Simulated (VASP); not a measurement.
## Ta: single point with PBE

The system is Ta.

```
Ta
1.0
     2.31516    0.00000    0.00000
     0.00000    2.31516    0.00000
     0.00000    0.00000    2.31516
Ta
1
Direct
  0.00000 0.00000 0.00000
```

This cell differs from its parent crystal: volume scaled by 0.6.

```yaml
Program: VASP 6.6.1
Task: single point
Functional: PBE
Potentials_or_basis: VASP PAW PBE potentials, release 64 (Ta_pv)
Cutoff: 520 eV
k_mesh: 14 × 14 × 14
Occupations: fermi-dirac, width 0.08 eV
Spin: no spin polarisation
```

The pressure is 202.4 GPa.

Levels at points of the mesh, in eV from the Fermi level:
| k point | band 2 | band 3 | band 4 | band 5 | band 6 | band 7 | band 8 | band 9 | band 10 | band 11 |
| --- | --- | --- | --- | --- | --- | --- | --- | --- | --- | --- |
| (0.00, 0.00, 0.00) | -32.12 | -32.12 | -9.13 | -5.55 | -5.55 | 10.41 | 10.41 | 10.41 | 15.20 | 20.33 |
| (0.50, 0.00, 0.00) | -31.62 | -31.62 | -4.48 | -3.75 | 1.13 | 2.77 | 2.77 | 11.35 | 15.18 | 16.00 |
| (0.50, 0.50, 0.00) | -36.01 | -31.16 | -8.56 | -1.89 | 4.42 | 4.42 | 9.13 | 9.13 | 15.17 | 15.59 |
| (0.50, 0.50, 0.50) | -35.30 | -35.30 | -5.69 | -5.69 | -5.69 | 6.51 | 15.16 | 16.27 | 16.27 | 21.78 |

It took 7.2 s on 1 thread of AMD EPYC 9R45 96-Core Processor (Zen 5) (shared host), peak memory 0.1 GiB.

Caveat: spin-orbit coupling is left out, which moves the levels of the heavy elements.
